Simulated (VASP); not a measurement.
Write the native input for VASP 6.6.1 that does the following.

| Item | Value |
| --- | --- |
| Task | single point |
| Functional | PBEsol |
| Potentials or basis | VASP PAW PBE potentials, release 64 (Sr_sv, Cl) |
| Cutoff | 520 eV |
| k mesh | 6 × 6 × 6 |
| Occupations | gaussian, width 0.01 eV |
| Spin | no spin polarisation |
| Dipole correction | no |
| Further INCAR settings | ALGO = Normal; EDIFF = 1e-06; NBANDS = 19 |

The structure of SrCl2 lies in POSCAR:

```
SrCl2
1.0
    0.0000000000      3.4553209822      3.4553209822
    3.4553209822      0.0000000000      3.4553209822
    3.4553209822      3.4553209822      0.0000000000
Sr Cl
1 2
Direct
    0.0000000000      0.0000000000      0.0000000000
    0.2500000000      0.2500000000      0.2500000000
    0.7500000000      0.7500000000      0.7500000000
```

These files were run (other wordings do the same):

INCAR

```
PREC = Accurate
ENCUT = 520
EDIFF = 1E-6
ISMEAR = 0
SIGMA = 0.01
LREAL = F
LASPH = T
NELM = 80
ALGO = Normal
ISIF = 2
LWAVE = F
LCHARG = F
GGA = PS
NBANDS = 19
```

KPOINTS

```
regular mesh
0
Gamma
  6 6 6
```

Potentials or basis: VASP PAW PBE potentials, release 64 (Sr_sv, Cl).

Launch:

```console
$ cat potpaw_PBE.64/Sr_sv/POTCAR potpaw_PBE.64/Cl/POTCAR > POTCAR
$ mpirun -np 1 vasp_std > vasp.out
```

Results of the run:

```json
{
 "Pressure": "0.1 GPa",
 "Band gap on the k mesh": "5.24 eV (least direct gap 5.34 eV)"
}
```

Caveat: the PAW data sets were made with another functional, which shifts forces and pressure a little.

Wall time 11 s on 1 thread of Intel(R) Xeon(R) 6975P-C (Granite Rapids), on a shared host, peak memory 0.2 GiB.
